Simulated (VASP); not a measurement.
# Rb (Im-3m) in VASP: a series of runs

Rb is run at these levels: r2SCAN; tasks: single point.

Everything below comes from runs of VASP 6.6.1. Logs are shortened: lines on timing, memory, paths and dates and some standing lists are left out, and cuts for length are marked.

## (1) The cell of the first run

It takes space group Im-3m (No. 229, cubic). The conventional cell has a = 5.567 Å, b = 5.567 Å, c = 5.567 Å, α = 90.00°, β = 90.00°, γ = 90.00°.

## (2) Single point, r2SCAN

The input, POSCAR:

```
Rb
1.0
   -2.7836907084      2.7836907084      2.7836907084
    2.7836907084     -2.7836907084      2.7836907084
    2.7836907084      2.7836907084     -2.7836907084
Rb
1
Direct
    0.0000000000      0.0000000000      0.0000000000
```

The input, INCAR.step1:

```
SYSTEM = Rb
ALGO = Normal
EDIFF = 1E-4
ENCUT = 520
GGA = PE
ISMEAR = -1
LASPH = .True.
LCHARG = .False.
LREAL = .False.
LWAVE = .True.
NBANDS = 10
NELM = 80
PREC = Accurate
SIGMA = 0.05
```

The input, INCAR.step2:

```
SYSTEM = Rb
ALGO = Normal
EDIFF = 1E-7
ENCUT = 520
ISIF = 2
ISMEAR = -1
ISTART = 1
LASPH = .True.
LCHARG = .False.
LMIXTAU = .True.
LREAL = .False.
LWAVE = .False.
METAGGA = R2SCAN
NBANDS = 10
NELM = 80
PREC = Accurate
SIGMA = 0.05
```

The input, KPOINTS:

```
k-points
0
Gamma
  7 7 7
  0 0 0
```

Potentials or basis: VASP PAW PBE potentials, release 64 (Rb_sv).

Run with:

```
> cat potpaw_PBE.64/Rb_sv/POTCAR > POTCAR
> cp INCAR.step1 INCAR
> mpirun -np 1 vasp_std > vasp.out
> cp INCAR.step2 INCAR
> mpirun -np 1 vasp_std > vasp.out
```

OUTCAR:

```text
SYSTEM = Rb
   EDIFF = 1E-7
   ENCUT = 520
   ISIF = 2
   ISMEAR = -1
   ISTART = 1
   LASPH = .True.
   LREAL = .False.
   METAGGA = R2SCAN
   NELM = 80
   PREC = Accurate

 ion  position               nearest neighbor table
   1  0.000  0.000  0.000-

  LATTYP: Found a body centered cubic cell.
 ALAT       =     5.5673814168

  Lattice vectors:

 A1 = (  -2.7836907084,   2.7836907084,   2.7836907084)
 A2 = (   2.7836907084,  -2.7836907084,   2.7836907084)
 A3 = (   2.7836907084,   2.7836907084,  -2.7836907084)

Analysis of symmetry for initial positions (statically):
=====================================================================
 Subroutine PRICEL returns:
 Original cell was already a primitive cell.

 Routine SETGRP: Setting up the symmetry group for a
 body centered cubic supercell.

 Subroutine GETGRP returns: Found 48 space group operations
 (whereof 48 operations were pure point group operations)
 out of a pool of 48 trial point group operations.

The static configuration has the point symmetry O_h .

Analysis of symmetry for dynamics (positions and initial velocities):
=====================================================================
 Subroutine PRICEL returns:
 Original cell was already a primitive cell.

 Routine SETGRP: Setting up the symmetry group for a
 body centered cubic supercell.

 Subroutine GETGRP returns: Found 48 space group operations
 (whereof 48 operations were pure point group operations)
 out of a pool of 48 trial point group operations.

The dynamic configuration has the point symmetry O_h .

 Subroutine INISYM returns: Found 48 space group operations
 (whereof 48 operations are pure point group operations),
 and found     1 'primitive' translations

----------------------------------------------------------------------------------------

                                     Primitive cell

  volume of cell :      86.2825

  direct lattice vectors                    reciprocal lattice vectors
    -2.783690708  2.783690708  2.783690708     0.000000000  0.179617656  0.179617656
     2.783690708 -2.783690708  2.783690708     0.179617656  0.000000000  0.179617656
     2.783690708  2.783690708 -2.783690708     0.179617656  0.179617656  0.000000000

  length of vectors
     4.821493740  4.821493740  4.821493740     0.254017725  0.254017725  0.254017725

  position of ions in fractional coordinates (direct lattice)
     0.000000000  0.000000000  0.000000000

  ion indices of the primitive-cell ions
   primitive index   ion index
                 1           1

----------------------------------------------------------------------------------------

 KPOINTS: k-points

Automatic generation of k-mesh.
 Grid dimensions read from file:
 generate k-points for:    7    7    7

 Generating k-lattice:

  Cartesian coordinates                     Fractional coordinates (reciprocal lattice)
     0.000000000  0.025659665  0.025659665     0.142857143  0.000000000  0.000000000
     0.025659665  0.000000000  0.025659665     0.000000000  0.142857143  0.000000000
     0.025659665  0.025659665  0.000000000     0.000000000  0.000000000  0.142857143

  Length of vectors
     0.036288246  0.036288246  0.036288246

  Shift w.r.t. Gamma in fractional coordinates (k-lattice)
     0.000000000  0.000000000  0.000000000

 Subroutine IBZKPT returns following result:
 ===========================================

 Found     20 irreducible k-points:

 Following reciprocal coordinates:
            Coordinates               Weight
  0.000000  0.000000  0.000000      1.000000
  0.142857  0.000000  0.000000     12.000000
  0.285714  0.000000  0.000000     12.000000
  0.428571  0.000000  0.000000     12.000000
  0.142857  0.142857  0.000000     24.000000
  0.285714  0.142857 -0.000000     48.000000
[... 12 lines left out ...]
 -0.428571 -0.428571  0.285714      8.000000
 -0.428571  0.428571  0.428571      6.000000
   k-points           NKPTS =     20   k-points in BZ     NKDIM =     20   number of bands    NBANDS=     10
   number of dos      NEDOS =    301   number of ions     NIONS =      1
   total plane-waves  NPLWV =  46656
   dimension x,y,z NGX =    36 NGY =   36 NGZ =   36
   dimension x,y,z NGXF=    72 NGYF=   72 NGZF=   72
   ions per type =               1
   NGX,Y,Z   is equivalent  to a cutoff of  12.41, 12.41, 12.41 a.u.
   NGXF,Y,Z  is equivalent  to a cutoff of  24.83, 24.83, 24.83 a.u.
 SYSTEM =  Rb
   PREC   = accura    normal or accurate (medium, high low for compatibility)
   ISTART =      1    job   : 0-new  1-cont  2-samecut
   ICHARG =      0    charge: 1-file 2-atom 10-const
   ISPIN  =      1    spin polarized calculation?
   LNONCOLLINEAR =      F non collinear calculations
   LSORBIT =      F    spin-orbit coupling
   LASPH  =      T    aspherical Exc in radial PAW
   ENCUT  =  520.0 eV  38.22 Ry    6.18 a.u.   8.96  8.96  8.96*2*pi/ulx,y,z
   NELM   =     80;   NELMIN=  2; NELMDL=  0     # of ELM steps
   EDIFF  = 0.1E-06   stopping-criterion for ELM
   LREAL  =      F    real-space projection
   EDIFFG = 0.1E-05   stopping-criterion for IOM
   NSW    =      0    number of steps for IOM
   IBRION =     -1    ionic relax: 0-MD 1-quasi-New 2-CG
   NFREE  =      0    steps in history (QN), initial steepest desc. (CG)
   ISIF   =      2    stress and relaxation
   ISYM   =      2    0-nonsym 1-usesym 2-fastsym
   POTIM  = 0.5000    time-step for ionic-motion
   TEBEG  =    0.0;   TEEND  =   0.0 temperature during run
   PSTRESS=    0.0 pullay stress
   NELECT =       9.0000    total number of electrons
   NUPDOWN=      -1.0000    fix difference up-down
   EMIN   =  10.00;   EMAX   =-10.00  energy-range for DOS
   EFERMI =   0.00;   METHOD = LEGACY
   ISMEAR =    -1;   SIGMA  =   0.05  broadening in eV -4-tet -1-fermi 0-gaus
   EFERMI_NEDOS =   21; number of points for ismear=-14 and -15
   IALGO  =     38    algorithm
   IMIX   =      4    mixing-type and parameters
     AMIX     =   0.40;   BMIX     =  1.00
     AMIX_MAG =   1.60;   BMIX_MAG =  1.00
  volume/ion in A,a.u.               =      86.28       582.26
  Fermi-wavevector in a.u.,A,eV,Ry     =   0.770634  1.456287  8.080179  0.593876
  Thomas-Fermi vector in A             =   1.871880
   LORBIT       =      0    0 simple, 1 ext, 2 COOP (PROOUT), +10 PAW based schemes
   METAGGA = R2SCAN    functional components
   LHFCALC =     F    Hartree Fock is set to
   AEXX    =    0.0000 exact exchange contribution
   IVDW    =     0    specifies the selected vdW correction
   LEPSILON=     F    determine dielectric tensor
   LRPA    =     F    only Hartree local field effects (RPA)
 non-spin polarized calculation
  energy-cutoff  :      520.00
  volume of cell :       86.28
 maximum number of plane-waves:      2345
   NGX = 17   NGY = 17   NGZ = 17

 number of electron       9.0000000 magnetization

 Free energy of the ion-electron system (eV)
  ---------------------------------------------------
  ext. energy  EPLUGINS =         0.00000000
  ---------------------------------------------------
  free energy    TOTEN  =       -13.91735150 eV

  energy without entropy =      -13.91004471  energy(sigma->0) =      -13.91369811

 E-fermi :   0.1912     XC(G=0):  -5.8577

 val. band max:        0.1315150466   @ k =  -0.2857   0.4286   0.1429
 cond. band min:       0.3147316859   @ k =  -0.4286   0.4286   0.1429
 fundamental gap:      0.1832166393
 Fermi energy:         0.1912403849

 k-point     1 :       0.0000    0.0000    0.0000
  band No.  band energies     occupation
      1     -29.8575      2.00000
      2     -13.3412      2.00000
      3     -13.3412      2.00000
      4     -13.3412      2.00000
      5      -1.9641      2.00000
      6       4.3578      0.00000
      7       4.3578      0.00000
      8       4.3578      0.00000
      9       5.3644      0.00000
     10       5.3644      0.00000

 k-point     2 :       0.1429    0.0000    0.0000
  band No.  band energies     occupation
      1     -29.8564      2.00000
      2     -13.3639      2.00000
      3     -13.3483      2.00000
      4     -13.3413      2.00000
      5      -1.6992      2.00000
      6       3.8254      0.00000
      7       3.9983      0.00000
      8       4.6051      0.00000
      9       5.0632      0.00000
     10       5.2572      0.00000

 k-point     3 :       0.2857    0.0000    0.0000
  band No.  band energies     occupation
      1     -29.8539      2.00000
      2     -13.4139      2.00000
      3     -13.3642      2.00000
      4     -13.3415      2.00000
      5      -0.9562      2.00000
      6       2.5911      0.00000
      7       3.4451      0.00000
      8       5.2366      0.00000
      9       5.2520      0.00000
     10       5.3256      0.00000

 k-point     4 :       0.4286    0.0000    0.0000
  band No.  band energies     occupation
      1     -29.8519      2.00000
      2     -13.4529      2.00000
      3     -13.3769      2.00000
      4     -13.3417      2.00000
      5       0.1040      1.70242
      6       1.3887      0.00000
      7       3.1183      0.00000
      8       5.1595      0.00000
      9       5.6053      0.00000
     10       6.4152      0.00000

 k-point     5 :       0.1429    0.1429    0.0000
  band No.  band energies     occupation
      1     -29.8546      2.00000
      2     -13.3980      2.00000
      3     -13.3570      2.00000
      4     -13.3465      2.00000
      5      -1.1939      2.00000
      6       3.0798      0.00000
      7       3.4046      0.00000
      8       4.8885      0.00000
      9       5.0252      0.00000
     10       5.6591      0.00000

 k-point     6 :       0.2857    0.1429   -0.0000
  band No.  band energies     occupation
      1     -29.8523      2.00000
      2     -13.4352      2.00000
      3     -13.3764      2.00000
      4     -13.3487      2.00000
      5      -0.2788      1.99983
      6       2.0288      0.00000
      7       2.9206      0.00000
      8       4.9581      0.00000
      9       5.5271      0.00000
     10       5.9737      0.00000
[... 131 lines left out ...]
 k-point    17 :      -0.2857    0.2857    0.2857
  band No.  band energies     occupation
      1     -29.8508      2.00000
      2     -13.4109      2.00000
      3     -13.3897      2.00000
      4     -13.3897      2.00000
      5      -0.0753      1.99037
      6       2.3661      0.00000
      7       3.5902      0.00000
      8       3.5902      0.00000
      9       4.7455      0.00000
     10       5.5786      0.00000

 k-point    18 :      -0.4286    0.4286    0.2857
  band No.  band energies     occupation
      1     -29.8491      2.00000
      2     -13.4326      2.00000
      3     -13.4037      2.00000
      4     -13.3922      2.00000
      5       0.8110      0.00001
      6       1.6802      0.00000
      7       3.2899      0.00000
      8       3.5554      0.00000
      9       4.5977      0.00000
     10       6.3831      0.00000

 k-point    19 :      -0.4286   -0.4286    0.2857
  band No.  band energies     occupation
      1     -29.8483      2.00000
      2     -13.4248      2.00000
      3     -13.4248      2.00000
      4     -13.3954      2.00000
      5       1.3969      0.00000
      6       1.3969      0.00000
      7       2.7773      0.00000
      8       4.2459      0.00000
      9       4.2459      0.00000
     10       6.2759      0.00000

 k-point    20 :      -0.4286    0.4286    0.4286
  band No.  band energies     occupation
      1     -29.8476      2.00000
      2     -13.4226      2.00000
      3     -13.4184      2.00000
      4     -13.4184      2.00000
      5       1.2895      0.00000
      6       1.5631      0.00000
      7       3.7498      0.00000
      8       3.7950      0.00000
      9       3.7950      0.00000
     10       6.6681      0.00000

------------------------ aborting loop because EDIFF is reached ----------------------------------------

  FORCE on cell =-STRESS in cart. coord.  units (eV):
  Direction    XX          YY          ZZ          XY          YZ          ZX
  --------------------------------------------------------------------------------------
  -------------------------------------------------------------------------------------
  Total        0.1572580      0.1572580      0.1572580      0.0000000      0.0000000     -0.0000000
  in kB        2.9201172      2.9201172      2.9201172      0.0000000      0.0000000     -0.0000000
  external PRESSURE =       2.9201172 kB  Pullay stress =       0.0000000 kB

 VOLUME and BASIS-vectors are now :
 -----------------------------------------------------------------------------
  energy-cutoff  :      520.00
  volume of cell :       86.28
      direct lattice vectors                 reciprocal lattice vectors
    -2.783690708  2.783690708  2.783690708     0.000000000  0.179617656  0.179617656
     2.783690708 -2.783690708  2.783690708     0.179617656  0.000000000  0.179617656
     2.783690708  2.783690708 -2.783690708     0.179617656  0.179617656  0.000000000

 POSITION                                       TOTAL-FORCE (eV/Angst)
 -----------------------------------------------------------------------------------
      0.00000      0.00000      0.00000         0.000000      0.000000     -0.000000
 -----------------------------------------------------------------------------------
    total drift:                               -0.000000      0.000000      0.000000

  FREE ENERGIE OF THE ION-ELECTRON SYSTEM (eV)
  ---------------------------------------------------
  free  energy   TOTEN  =       -13.9173515025 eV

  energy  without entropy=      -13.9100447108  energy(sigma->0) =      -13.91369811
```

Wall time 32 s (1 thread of Intel Xeon 6975P-C (Granite Rapids), shared host); peak memory 0.21 GiB.

What came out:

| Quantity | Value |
| --- | --- |
| Free energy | -13.9174 eV |
| Pressure | 0.3 GPa |
| Band gap on the k mesh | zero (an odd number of electrons rules out a gap without spin polarisation) |

Caveat: the PAW data sets were made with another functional, which shifts forces and pressure a little.

## (3) Single point, r2SCAN

This run uses another cell than the first one, of 88.04 Å³/atom.

The input, POSCAR:

```
Rb
1.0
   -2.8025000000      2.8025000000      2.8025000000
    2.8025000000     -2.8025000000      2.8025000000
    2.8025000000      2.8025000000     -2.8025000000
Rb
1
Direct
    0.0000000000      0.0000000000      0.0000000000
```

The input, INCAR.step1:

```
PREC = Accurate
ENCUT = 520
ISMEAR = -1
SIGMA = 0.05
LREAL = F
LASPH = T
NELM = 60
NBANDS = 10
GGA = PE
ALGO = Normal
EDIFF = 1E-4
LWAVE = T
LCHARG = F
```

The input, INCAR.step2:

```
PREC = Accurate
ENCUT = 520
EDIFF = 1E-6
ISMEAR = -1
SIGMA = 0.05
LREAL = F
LASPH = T
NELM = 60
ALGO = Normal
ISIF = 2
LWAVE = F
LCHARG = T
METAGGA = R2SCAN
LMIXTAU = T
LELF = T
LVHAR = T
NBANDS = 10
ISTART = 1
```

The input, KPOINTS:

```
Automatic mesh
0
Gamma
  7 7 7
```

Potentials or basis: VASP PAW PBE potentials, release 64 (Rb_sv).

Run with:

```
> cat potpaw_PBE.64/Rb_sv/POTCAR > POTCAR
> cp INCAR.step1 INCAR
> mpirun -np 1 vasp_std > vasp.out
> cp INCAR.step2 INCAR
> mpirun -np 1 vasp_std > vasp.out
```

Run time: 28 s. Hardware: 1 thread of Intel Xeon 6975P-C (Granite Rapids), shared host; peak memory 0.21 GiB.

Results (log left out):

- Free energy: -13.9202 eV
- Pressure: 0.2 GPa
- Band gap on the k mesh: zero (an odd number of electrons rules out a gap without spin polarisation)

Levels at points of the mesh, in eV from the Fermi level:
| k point | band 3 | band 4 | band 5 | band 6 | band 7 | band 8 |
| --- | --- | --- | --- | --- | --- | --- |
| (0.00, 0.00, 0.00) | -13.54 | -13.54 | -2.13 | 4.15 | 4.15 | 4.15 |

Caveat: the PAW data sets were made with another functional, which shifts forces and pressure a little.

## (4) Single point, r2SCAN

This run uses another cell than the first one, of 89.80 Å³/atom.

The input, POSCAR:

```
Rb
1.0
   -2.8210601435      2.8210601435      2.8210601435
    2.8210601435     -2.8210601435      2.8210601435
    2.8210601435      2.8210601435     -2.8210601435
Rb
1
Direct
    0.0000000000      0.0000000000      0.0000000000
```

The input, INCAR.step1:

```
SYSTEM = Rb
PREC = Accurate
ENCUT = 520
ISMEAR = -1
SIGMA = 0.05
LREAL = .FALSE.
LASPH = .TRUE.
NELM = 60
NBANDS = 10
GGA = PE
ALGO = Normal
EDIFF = 1E-4
LWAVE = .TRUE.
LCHARG = .FALSE.
```

The input, INCAR.step2:

```
SYSTEM = Rb
PREC = Accurate
ENCUT = 520
EDIFF = 1E-6
ISMEAR = -1
SIGMA = 0.05
LREAL = .FALSE.
LASPH = .TRUE.
NELM = 60
ALGO = Normal
ISIF = 2
LWAVE = .FALSE.
LCHARG = .FALSE.
METAGGA = R2SCAN
LMIXTAU = .TRUE.
NBANDS = 10
ISTART = 1
```

The input, KPOINTS:

```
regular mesh
0
G
  7 7 7
  0 0 0
```

Run with:

```
> cat potpaw_PBE.64/Rb_sv/POTCAR > POTCAR
> cp INCAR.step1 INCAR
> mpirun -np 1 vasp_std > vasp.out
> cp INCAR.step2 INCAR
> mpirun -np 1 vasp_std > vasp.out
```

Run time: 27 s. Hardware: 1 thread of Intel Xeon 6975P-C (Granite Rapids), shared host; peak memory 0.2 GiB.

It converged, with:

```
Free energy            : -13.9222 eV
Pressure               : 0.2 GPa
Band gap on the k mesh : zero (an odd number of electrons rules out a gap without spin polarisation)
```

Levels at points of the mesh, in eV from the Fermi level:
| k point | band 1 | band 2 | band 3 | band 4 | band 5 | band 6 | band 7 | band 8 | band 9 | band 10 |
| --- | --- | --- | --- | --- | --- | --- | --- | --- | --- | --- |
| (0.00, 0.00, 0.00) | -30.07 | -13.55 | -13.55 | -13.55 | -2.10 | 4.13 | 4.13 | 4.13 | 5.11 | 5.11 |

Caveat: the PAW data sets were made with another functional, which shifts forces and pressure a little.

## (5) Overview

| cell | gap on the mesh (eV) | pressure (GPa) |
| --- | --- | --- |
| a = 4.821 Å, angles 109.5°, 1 atom | none | 0.3 |
| a = 4.854 Å, angles 109.5°, 1 atom | none | 0.2 |
| a = 4.886 Å, angles 109.5°, 1 atom | none | 0.2 |

Alike in all rows: task single point; level r2SCAN; potentials or basis VASP PAW PBE potentials, release 64 (Rb_sv); no spin polarisation; k mesh 7 × 7 × 7; cutoff (eV) 520; smearing fermi-dirac 0.05 eV.

Caveats: the PAW data sets were made with another functional, which shifts forces and pressure a little.

Total energies depend on the potentials used, so only differences within one code and one set of settings carry meaning.

The gap in the log of VASP goes by the Fermi energy; the results here count the filled bands.